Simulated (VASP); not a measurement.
# Ge: single point with PBE+D3(BJ)

Ge:

```
Ge
1.0
     0.00000    2.07738    2.09836
     2.07738    0.00000    2.09836
     2.07738    2.07738    0.00000
Ge
1
Direct
  0.00000 0.00000 0.00000
```

This cell differs from its parent crystal: strain -0.0100 x Voigt [1, 1, 0, 0, 0, 0].

```yaml
Program: VASP 6.6.1
Task: single point
Functional: PBE
Dispersion: D3(BJ)
Potentials_or_basis: VASP PAW PBE potentials, release 64 (Ge_d)
Cutoff: 520 eV
k_mesh: 20 × 20 × 20
Occupations: gaussian, width 0.15 eV
Spin: no spin polarisation
Dipole_correction: no
Further_INCAR_settings: ALGO = Normal; EDIFF = 1e-06; NBANDS = 13
```

```
Pressure                   : 2.3 GPa
Band gap on the k mesh     : zero (band 7 reaches 16.65 eV, above the bottom of band 8 at 4.70 eV)
Dispersion energy per atom : -0.365 eV
```

Stress tensor (GPa, compression positive):
```
2.23 0.00 0.00
0.00 2.23 0.00
0.00 0.00 2.33
```

Levels at points of the mesh, in eV from the Fermi level:
| k point | band 4 | band 5 | band 6 | band 7 | band 8 | band 9 | band 10 | band 11 |
| --- | --- | --- | --- | --- | --- | --- | --- | --- |
| (0.00, 0.00, 0.00) | -24.76 | -24.76 | -13.60 | 9.33 | 9.33 | 9.34 | 14.23 | 14.31 |
| (0.50, 0.00, 0.00) | -24.71 | -24.71 | -8.04 | -5.86 | 7.03 | 7.24 | 12.48 | 12.86 |
| (0.50, 0.50, 0.00) | -24.69 | -24.69 | -5.71 | -4.62 | 2.77 | 2.77 | 6.65 | 6.77 |
| (0.50, 0.00, 0.50) | -24.70 | -24.69 | -5.52 | -4.51 | 2.56 | 2.65 | 6.45 | 6.65 |

Run time: 2.3 min on 1 thread of AMD EPYC 7R13 Processor (Zen 3), on a shared host, peak memory 0.23 GiB.

Caveat: the cell differs from its parent crystal (strain -0.0100 x Voigt [1, 1, 0, 0, 0, 0]); pairwise dispersion overbinds metals, which lowers pressure and volume.
